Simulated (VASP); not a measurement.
A run of VASP 6.6.1:

INCAR

```
PREC = Accurate
ENCUT = 520
EDIFF = 1E-7
ISMEAR = -1
SIGMA = 0.1
LREAL = False
LASPH = True
NELM = 60
ALGO = Normal
ISIF = 2
LWAVE = False
LCHARG = True
GGA = PE
LELF = True
LVHAR = True
NBANDS = 17
```

Contents of KPOINTS:

```
regular mesh
0
Gamma
  14 14 14
```

The input POSCAR:

```
SnSe
1.0
    0.0000000000      2.6586116634      2.6586116634
    2.6586116634      0.0000000000      2.6586116634
    2.6586116634      2.6586116634      0.0000000000
Sn Se
1 1
Direct
    0.0000000000      0.0000000000      0.0000000000
    0.5000000000      0.5000000000      0.5000000000
```

Potentials or basis: VASP PAW PBE potentials, release 64 (Sn_d, Se).

The run is started by

```console
$ cat potpaw_PBE.64/Sn_d/POTCAR potpaw_PBE.64/Se/POTCAR > POTCAR
$ mpirun -np 1 vasp_std > vasp.out
```

Hardware: 1 thread of Intel(R) Xeon(R) 6975P-C (Granite Rapids), with other jobs on the host.

How long does it take, and how much memory?

Run time: 28 s on 1 thread of Intel(R) Xeon(R) 6975P-C (Granite Rapids), on a shared host, peak memory 0.2 GiB. Counts: scf iterations 14, k points 104.
